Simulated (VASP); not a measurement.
# SnS2: single point with LDA

The system is SnS2.

```
Sn S
1.0
     3.61880    0.00000    0.00000
    -1.80940    3.13398    0.00000
     0.00000    0.00000    5.50730
Sn S
1 2
Cartesian
  0.0000 0.0000 0.0000
  0.0000 2.0893 1.4662
  1.8094 1.0447 4.0411
```

- Program: VASP 6.6.1
- Task: single point
- Functional: LDA
- Potentials or basis: VASP PAW LDA potentials, release 64 (Sn_d, S)
- Cutoff: 500 eV
- k mesh: 8 × 8 × 4
- Occupations: gaussian, width 0.05 eV
- Spin: no spin polarisation

* Pressure: 1.4 GPa
* Largest force: 0.005 eV/Å
* Band gap on the k mesh: 1.01 eV (least direct gap 1.48 eV)

Forces in eV/Å, atoms in the order of the input:
```
Sn   0.000  0.000  0.000
S    0.000  0.000 -0.005
S    0.000  0.000  0.005
```

Stress tensor (GPa, compression positive):
```
1.39 0.00 0.00
0.00 1.39 0.00
0.00 0.00 1.47
```

Levels at points of the mesh, in eV from the valence-band top:
```csv
k point,band 10,band 11,band 12,band 13,band 14,band 15,band 16,band 17
"(0.00, 0.00, 0.00)",-1.03,-0.85,-0.85,0.00,1.48,3.07,5.05,5.05
"(0.50, 0.00, 0.00)",-3.56,-3.14,-1.84,-0.55,1.48,3.92,5.12,5.38
"(0.00, 0.00, 0.50)",-1.22,-1.22,-0.55,-0.55,2.98,3.22,4.55,4.55
"(0.50, 0.00, 0.50)",-2.80,-2.07,-1.27,-1.27,1.20,4.10,4.93,6.09
```

Run time: 17 s on 1 thread of AMD EPYC 9R45 96-Core Processor (Zen 5), with other jobs on the host, peak memory 0.15 GiB.

Caveat: spin-orbit coupling is left out, which moves the levels of the heavy elements. A k mesh can miss the band edges.
